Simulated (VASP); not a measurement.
# In (P6_3/mmc) in VASP: settings compared

In is run at these levels: HF, PBE0, PBE-based screened hybrid, r2SCANh; tasks: single point.

Everything below comes from runs of VASP 6.6.1. Logs are shortened: lines on timing, memory, paths and dates and some standing lists are left out, and cuts for length are marked.

### Step 1. The cell of the first run

Symmetry: P6_3/mmc, No. 194, hexagonal system. The conventional cell has a = 3.335 Å, b = 3.335 Å, c = 5.509 Å, α = 90.00°, β = 90.00°, γ = 120.00°. In (site symmetry -6m2) has 12 In at 3.34 to 3.36 Å within 4.4 Å.

### Step 2. Single point, HF

The input, POSCAR:

```
In
1.0
    3.3354847820      0.0000000000      0.0000000000
   -1.6677423910      2.8886145552      0.0000000000
    0.0000000000      0.0000000000      5.5091429200
In
2
Direct
    0.6666666667      0.3333333333      0.7500000000
    0.3333333333      0.6666666667      0.2500000000
```

The input, INCAR.step1:

```
PREC     = Accurate       # precision mode
ENCUT    = 520            # plane-wave cutoff, eV
EDIFF    = 1E-5           # SCF threshold, eV
ISMEAR   = -1             # smearing method
SIGMA    = 0.05           # smearing width, eV
LREAL    = False          # projectors in reciprocal space
LASPH    = True           # aspherical terms in the spheres
NELM     = 100            # most SCF steps
ALGO     = Normal         # electronic algorithm
ISIF     = 2              # what is computed and relaxed
LWAVE    = True           # write WAVECAR
LCHARG   = False          # write CHGCAR
GGA      = PE             # functional
NBANDS   = 20             # bands
```

The input, INCAR.step2:

```
PREC     = Accurate       # precision mode
ENCUT    = 520            # plane-wave cutoff, eV
EDIFF    = 1E-6           # SCF threshold, eV
ISMEAR   = -1             # smearing method
SIGMA    = 0.05           # smearing width, eV
LREAL    = False          # projectors in reciprocal space
LASPH    = True           # aspherical terms in the spheres
NELM     = 100            # most SCF steps
ALGO     = Normal         # electronic algorithm
ISIF     = 2              # what is computed and relaxed
LWAVE    = False          # write WAVECAR
LCHARG   = False          # write CHGCAR
GGA      = PE             # functional
LHFCALC  = True           # exact exchange
AEXX     = 1.0            # exact-exchange fraction
ALDAC    = 0.0          
AGGAC    = 0.0          
PRECFOCK = Normal       
ISTART   = 1            
NBANDS   = 20             # bands
```

The input, KPOINTS:

```
regular mesh
0
Gamma
  5 5 3
```

Potentials or basis: VASP PAW PBE potentials, release 64 (In_d).

Run with:

```console
> cat potpaw_PBE.64/In_d/POTCAR > POTCAR
> cp INCAR.step1 INCAR
> mpirun -np 1 vasp_std > vasp.out
> cp INCAR.step2 INCAR
> mpirun -np 1 vasp_std > vasp.out
```

OUTCAR:

```text
PREC = Accurate
   ENCUT = 520
   EDIFF = 1E-6
   ISMEAR = -1
   LREAL = False
   LASPH = True
   NELM = 100
   ISIF = 2
   GGA = PE
   LHFCALC = True
   AEXX = 1.0
   PRECFOCK = Normal
   ISTART = 1

 ion  position               nearest neighbor table
   1  0.667  0.333  0.750-   2 3.36   2 3.36   2 3.36   2 3.36   2 3.36   2 3.36
   2  0.333  0.667  0.250-   1 3.36   1 3.36   1 3.36   1 3.36   1 3.36   1 3.36

  LATTYP: Found a hexagonal cell.
 ALAT       =     3.3354847820
 C/A-ratio  =     1.6516768266

  Lattice vectors:

 A1 = (   3.3354847820,   0.0000000000,   0.0000000000)
 A2 = (  -1.6677423910,   2.8886145552,   0.0000000000)
 A3 = (   0.0000000000,   0.0000000000,   5.5091429200)

Analysis of symmetry for initial positions (statically):
=====================================================================
 Subroutine PRICEL returns:
 Original cell was already a primitive cell.

 Routine SETGRP: Setting up the symmetry group for a
 hexagonal supercell.

 Subroutine GETGRP returns: Found 24 space group operations
 (whereof 12 operations were pure point group operations)
 out of a pool of 24 trial point group operations.

The static configuration has the point symmetry D_3d.
 The point group associated with its full space group is D_6h.

Analysis of symmetry for dynamics (positions and initial velocities):
=====================================================================
 Subroutine PRICEL returns:
 Original cell was already a primitive cell.

 Routine SETGRP: Setting up the symmetry group for a
 hexagonal supercell.

 Subroutine GETGRP returns: Found 24 space group operations
 (whereof 12 operations were pure point group operations)
 out of a pool of 24 trial point group operations.

The dynamic configuration has the point symmetry D_3d.
 The point group associated with its full space group is D_6h.

 Subroutine INISYM returns: Found 24 space group operations
 (whereof 12 operations are pure point group operations),
 and found     1 'primitive' translations

----------------------------------------------------------------------------------------

                                     Primitive cell

  volume of cell :      53.0802

[... 72 lines left out ...]
   NELM   =    100;   NELMIN=  2; NELMDL=  0     # of ELM steps
   EDIFF  = 0.1E-05   stopping-criterion for ELM
   LREAL  =      F    real-space projection
   EDIFFG = 0.1E-04   stopping-criterion for IOM
   NSW    =      0    number of steps for IOM
   IBRION =     -1    ionic relax: 0-MD 1-quasi-New 2-CG
   NFREE  =      0    steps in history (QN), initial steepest desc. (CG)
   ISIF   =      2    stress and relaxation
   ISYM   =      3    0-nonsym 1-usesym 2-fastsym
   POTIM  = 0.5000    time-step for ionic-motion
   TEBEG  =    0.0;   TEEND  =   0.0 temperature during run
   PSTRESS=    0.0 pullay stress
   NELECT =      26.0000    total number of electrons
   NUPDOWN=      -1.0000    fix difference up-down
   EMIN   =  10.00;   EMAX   =-10.00  energy-range for DOS
   EFERMI =   0.00;   METHOD = LEGACY
   ISMEAR =    -1;   SIGMA  =   0.05  broadening in eV -4-tet -1-fermi 0-gaus
   EFERMI_NEDOS =   21; number of points for ismear=-14 and -15
   IALGO  =     38    algorithm
   IMIX   =      1    mixing-type and parameters
     AMIX     =   0.40;   BMIX     =  1.00
     AMIX_MAG =   1.60;   BMIX_MAG =  1.00
  volume/ion in A,a.u.               =      26.54       179.10
  Fermi-wavevector in a.u.,A,eV,Ry     =   1.290491  2.438675 22.658704  1.665368
  Thomas-Fermi vector in A             =   2.422320
   LORBIT       =      0    0 simple, 1 ext, 2 COOP (PROOUT), +10 PAW based schemes
   GGA     = PE    functional components
   LHFCALC =     T    Hartree Fock is set to
   PRECFOCK=normal    Normal, Fast or Accurate (Low or Medium for compatibility)
   ENCUT4O =  -1.0   cutoff for four orbital integrals eV
   NKREDX  =     1    reduce k-point grid by
   NKREDY  =     1    reduce k-point grid by
   NKREDZ  =     1    reduce k-point grid by
   AEXX    =    1.0000 exact exchange contribution
   HFSCREEN=    0.0000 screening length (either q_TF or 0.3 A-1)
   HFSCREENC=   0.0000 screening length for correlation (either q_TF or 0.3 A-1)
   ENCUTFOCK=  -1.0 apply spherical cutoff to Coloumb kernel
   IVDW    =     0    specifies the selected vdW correction
   LEPSILON=     F    determine dielectric tensor
   LRPA    =     F    only Hartree local field effects (RPA)
 non-spin polarized calculation
  energy-cutoff  :      520.00
  volume of cell :       53.08
 maximum number of plane-waves:      1454
 NGX is ok and might be reduce to    28
  NGX = 20; NGY = 20; NGZ = 32

 number of electron      26.0000009 magnetization

 Free energy of the ion-electron system (eV)
  ---------------------------------------------------
  ext. energy  EPLUGINS =         0.00000000
  ---------------------------------------------------
  free energy    TOTEN  =        -7.88616531 eV

  energy without entropy =       -7.87598107  energy(sigma->0) =       -7.88107319

 E-fermi :   8.5688     XC(G=0):   0.0000

 val. band max:        8.5341376975   @ k =   0.4000   0.0000   0.3333
 cond. band min:      10.9280036573   @ k =   0.0000   0.0000   0.3333
 fundamental gap:      2.3938659598
 Fermi energy:         8.5687950677

 k-point     1 :       0.0000    0.0000    0.0000
  band No.  band energies     occupation
      1     -15.8089      2.00000
      2     -15.7425      2.00000
      3     -15.7208      2.00000
      4     -15.7208      2.00000
      5     -15.6933      2.00000
      6     -15.6933      2.00000
[... 219 lines left out ...]
     19      22.6195      0.00000
     20      25.1576      0.00000

------------------------ aborting loop because EDIFF is reached ----------------------------------------

  FORCE on cell =-STRESS in cart. coord.  units (eV):
  Direction    XX          YY          ZZ          XY          YZ          ZX
  --------------------------------------------------------------------------------------
  -------------------------------------------------------------------------------------
  Total        1.6481015      1.6481015      1.7499419      0.0000000     -0.0000000      0.0000000
  in kB       49.7464330     49.7464330     52.8203920      0.0000000     -0.0000000      0.0000000
  external PRESSURE =      50.7710860 kB  Pullay stress =       0.0000000 kB

 VOLUME and BASIS-vectors are now :
 -----------------------------------------------------------------------------
  energy-cutoff  :      520.00
  volume of cell :       53.08
      direct lattice vectors                 reciprocal lattice vectors
     3.335484782  0.000000000  0.000000000     0.299806495  0.173093360  0.000000000
    -1.667742391  2.888614555  0.000000000     0.000000000  0.346186721  0.000000000
     0.000000000  0.000000000  5.509142920     0.000000000  0.000000000  0.181516438

 POSITION                                       TOTAL-FORCE (eV/Angst)
 -----------------------------------------------------------------------------------
      1.66774      0.96287      4.13186        -0.000000      0.000000      0.000000
     -0.00000      1.92574      1.37729         0.000000     -0.000000     -0.000000
 -----------------------------------------------------------------------------------
    total drift:                               -0.000000      0.000000     -0.000000

  FREE ENERGIE OF THE ION-ELECTRON SYSTEM (eV)
  ---------------------------------------------------
  free  energy   TOTEN  =        -7.8861653058 eV

  energy  without entropy=       -7.8759810661  energy(sigma->0) =       -7.88107319
```

OSZICAR.step1:

```text
N       E                     dE             d eps       ncg     rms          rms(c)
DAV:   1     0.216050235129E+03    0.21605E+03   -0.13290E+04   400   0.178E+03
DAV:   2     0.112350336726E+02   -0.20482E+03   -0.20089E+03   404   0.384E+02
DAV:   3    -0.468240936562E+01   -0.15917E+02   -0.15775E+02   456   0.121E+02
DAV:   4    -0.516172693971E+01   -0.47932E+00   -0.47898E+00   488   0.228E+01
DAV:   5    -0.518694370064E+01   -0.25217E-01   -0.25215E-01   572   0.431E+00    0.321E+00
DAV:   6    -0.514157697112E+01    0.45367E-01   -0.80779E-02   552   0.467E+00    0.151E+00
DAV:   7    -0.513263705630E+01    0.89399E-02   -0.24359E-02   544   0.231E+00    0.350E-01
DAV:   8    -0.513205530114E+01    0.58176E-03   -0.17589E-03   508   0.542E-01    0.375E-02
DAV:   9    -0.513207385260E+01   -0.18551E-04   -0.51599E-05   480   0.594E-02    0.185E-02
DAV:  10    -0.513208033568E+01   -0.64831E-05   -0.85289E-06   236   0.420E-02
   1 F= -.51320803E+01 E0= -.51267736E+01  d E =-.106134E-01
```

It took 15 min on 1 thread of Intel Xeon Platinum 8488C (Sapphire Rapids), shared host; peak memory 0.18 GiB.

What came out:

| Property | Result |
| --- | --- |
| Free energy | -7.8862 eV |
| Pressure | 5.1 GPa |
| Band gap on the k mesh | zero (band 13 reaches 11.89 eV, above the bottom of band 14 at 5.86 eV) |

Caveat: the k points lie up to 0.44 Å⁻¹ apart; the PAW data sets were made with another functional, which shifts forces and pressure a little; spin-orbit coupling is left out, which moves the levels of the heavy elements.

### Step 3. Single point, PBE0

This run uses another cell than the first one, of 28.13 Å³/atom, 1.060 times its volume.

The input, POSCAR:

```
In
1.0
    3.4009030527      0.0000000000      0.0000000000
   -1.7004515264      2.9452684395      0.0000000000
    0.0000000000      0.0000000000      5.6171927618
In
2
Direct
    0.6666666667      0.3333333333      0.7500000000
    0.3333333333      0.6666666667      0.2500000000
```

The input, INCAR.step1:

```
PREC = Accurate
ENCUT = 520
EDIFF = 1E-5
ISMEAR = -1
SIGMA = 0.05
LREAL = False
LASPH = True
NELM = 100
ALGO = Normal
ISIF = 2
LWAVE = True
LCHARG = False
NBANDS = 20
GGA = PE
```

The input, INCAR.step2:

```
PREC = Accurate
ENCUT = 520
EDIFF = 1E-6
ISMEAR = -1
SIGMA = 0.05
LREAL = False
LASPH = True
NELM = 100
ALGO = Normal
ISIF = 2
LWAVE = False
LCHARG = False
GGA = PE
LHFCALC = True
AEXX = 0.25
PRECFOCK = Normal
NBANDS = 20
ISTART = 1
```

The input, KPOINTS:

```
Automatic mesh
0
Gamma
  4 4 4
```

Potentials or basis: VASP PAW PBE potentials, release 64 (In_d).

Run with:

```console
> cat potpaw_PBE.64/In_d/POTCAR > POTCAR
> cp INCAR.step1 INCAR
> mpirun -np 1 vasp_std > vasp.out
> cp INCAR.step2 INCAR
> mpirun -np 1 vasp_std > vasp.out
```

Run time: 23 min. Hardware: 1 thread of Intel Xeon Platinum 8259CL at 2.50GHz (Skylake/Cascade Lake), shared host; peak memory 0.19 GiB.

The run converged. Its results:

```yaml
Free_energy: -6.0806 eV
Pressure: 0.0 GPa
Band_gap_on_the_k_mesh: zero (band 13 reaches 10.15 eV, above the bottom of band 14 at 3.54 eV)
```

Stress tensor (GPa, compression positive):
```
 1.57  0.00  0.00
 0.00  1.57  0.00
 0.00  0.00 -3.07
```

Levels at points of the mesh, in eV from the Fermi level:
```tsv
k point	band 10	band 11	band 12	band 13	band 14	band 15	band 16	band 17
(0.00, 0.00, 0.00)	-16.72	-10.68	-5.29	-3.86	9.21	9.21	10.98	10.98
(0.50, 0.00, 0.00)	-16.65	-5.69	-4.80	-0.25	0.66	1.41	3.44	4.82
(0.00, 0.00, 0.50)	-16.77	-9.22	-9.22	3.45	3.45	10.22	10.22	10.22
(0.50, 0.00, 0.50)	-16.66	-4.30	-4.30	-3.13	-3.13	6.38	6.38	6.87
```

Caveat: the k points lie up to 0.53 Å⁻¹ apart; the PAW data sets were made with another functional, which shifts forces and pressure a little; spin-orbit coupling is left out, which moves the levels of the heavy elements.

### Step 4. Single point, PBE-based screened hybrid

The input, POSCAR:

```
In
1.0
    3.3354847820      0.0000000000      0.0000000000
   -1.6677423910      2.8886145552      0.0000000000
    0.0000000000      0.0000000000      5.5091429200
In
2
Direct
    0.6666666667      0.3333333333      0.7500000000
    0.3333333333      0.6666666667      0.2500000000
```

The input, INCAR.step1:

```
  PREC = Accurate
  ENCUT = 520
  EDIFF = 1E-5
  ISMEAR = -1
  SIGMA = 0.05
  LREAL = False
  LASPH = True
  NELM = 80
  ALGO = Normal
  ISIF = 2
  LWAVE = True
  GGA = PE
  NBANDS = 20
```

The input, INCAR.step2:

```
  PREC = Accurate
  ENCUT = 520
  EDIFF = 1E-6
  ISMEAR = -1
  SIGMA = 0.05
  LREAL = False
  LASPH = True
  NELM = 80
  ALGO = Normal
  ISIF = 2
  LWAVE = False
  LCHARG = True
  GGA = PE
  LHFCALC = True
  AEXX = 0.25
  HFSCREEN = 0.3
  PRECFOCK = Normal
  LELF = True
  LVHAR = True
  ISTART = 1
  NBANDS = 20
```

The input, KPOINTS:

```
regular mesh
0
Gamma
  5 5 3
```

Run with:

```console
> cat potpaw_PBE.64/In_d/POTCAR > POTCAR
> cp INCAR.step1 INCAR
> mpirun -np 1 vasp_std > vasp.out
> cp INCAR.step2 INCAR
> mpirun -np 1 vasp_std > vasp.out
```

Wall time 22 min (1 thread of Oxide Virtual Turin-like, shared host); peak memory 0.25 GiB.

The run converged. Its results:

- Free energy: -5.6799 eV
- Pressure: 0.1 GPa
- Band gap on the k mesh: zero (band 13 reaches 8.58 eV, above the bottom of band 14 at 6.20 eV)

Stress tensor (GPa, compression positive):
```
-0.04  0.00  0.00
 0.00 -0.04  0.00
 0.00  0.00  0.46
```

Levels at points of the mesh, in eV from the Fermi level:
| k point | band 9 | band 10 | band 11 | band 12 | band 13 | band 14 | band 15 | band 16 | band 17 | band 18 |
| --- | --- | --- | --- | --- | --- | --- | --- | --- | --- | --- |
| (0.00, 0.00, 0.00) | -16.42 | -16.42 | -10.70 | -5.04 | -3.92 | 8.85 | 8.85 | 10.68 | 10.68 | 10.84 |

Caveat: the k points lie up to 0.44 Å⁻¹ apart; the PAW data sets were made with another functional, which shifts forces and pressure a little; spin-orbit coupling is left out, which moves the levels of the heavy elements.

### Step 5. Single point, r2SCANh

POSCAR is that of step 4.

The input, INCAR.step1:

```
ALGO = Normal
EDIFF = 1E-5
ENCUT = 520
GGA = PE
ISIF = 2
ISMEAR = -1
LASPH = T
LCHARG = F
LREAL = F
LWAVE = T
NBANDS = 20
NELM = 80
PREC = Accurate
SIGMA = 0.05
```

The input, INCAR.step2:

```
AEXX = 0.1
ALGO = Normal
EDIFF = 1E-6
ENCUT = 520
ISIF = 2
ISMEAR = -1
ISTART = 1
LASPH = T
LCHARG = F
LHFCALC = T
LMIXTAU = T
LREAL = F
LWAVE = F
METAGGA = R2SCAN
NBANDS = 20
NELM = 80
PREC = Accurate
PRECFOCK = Normal
SIGMA = 0.05
```

The input, KPOINTS:

```
k-points
0
Gamma
  5 5 3
```

Run with:

```console
> cat potpaw_PBE.64/In_d/POTCAR > POTCAR
> cp INCAR.step1 INCAR
> mpirun -np 1 vasp_std > vasp.out
> cp INCAR.step2 INCAR
> mpirun -np 1 vasp_std > vasp.out
```

Run time: 26 min. Hardware: 1 thread of Oxide Virtual Turin-like, shared host; peak memory 0.16 GiB.

The run converged. Its results:

| Quantity | Value |
| --- | --- |
| Free energy | -41.7404 eV |
| Pressure | -0.8 GPa |
| Band gap on the k mesh | zero (band 13 reaches 8.69 eV, above the bottom of band 14 at 6.03 eV) |

Stress tensor (GPa, compression positive):
```
-0.97  0.00  0.00
 0.00 -0.97  0.00
 0.00  0.00 -0.40
```

Levels at points of the mesh, in eV from the Fermi level:
| k point | band 10 | band 11 | band 12 | band 13 | band 14 | band 15 | band 16 | band 17 |
| --- | --- | --- | --- | --- | --- | --- | --- | --- |
| (0.00, 0.00, 0.00) | -15.97 | -10.74 | -5.10 | -4.05 | 9.15 | 9.15 | 11.04 | 11.04 |

Caveat: the k points lie up to 0.44 Å⁻¹ apart; the PAW data sets were made with another functional, which shifts forces and pressure a little; spin-orbit coupling is left out, which moves the levels of the heavy elements.

### Step 6. Summary

```tsv
level	cell	k mesh	share of exact exchange	screening parameter	gap on the mesh (eV)	pressure (GPa)
HF	a = 3.335, b = 3.335, c = 5.509 Å, angles 90.0, 90.0, 120.0°, 2 atoms	5 × 5 × 3	-	-	none	5.1
PBE0	a = 3.401, b = 3.401, c = 5.617 Å, angles 90.0, 90.0, 120.0°, 2 atoms	4 × 4 × 4	-	-	none	0.0
PBE-based screened hybrid	a = 3.335, b = 3.335, c = 5.509 Å, angles 90.0, 90.0, 120.0°, 2 atoms	5 × 5 × 3	0.25	0.3 1/Å	none	0.1
r2SCANh	a = 3.335, b = 3.335, c = 5.509 Å, angles 90.0, 90.0, 120.0°, 2 atoms	5 × 5 × 3	-	-	none	-0.8
```

Alike in all rows: task single point; potentials or basis VASP PAW PBE potentials, release 64 (In_d); no spin polarisation; cutoff (eV) 520; smearing fermi-dirac 0.05 eV.

Caveats: all runs use coarse meshes; the PAW data sets were made with another functional, which shifts forces and pressure a little; spin-orbit coupling is left out, which moves the levels of the heavy elements.

Absolute energies hang on the potentials; compare differences alone.
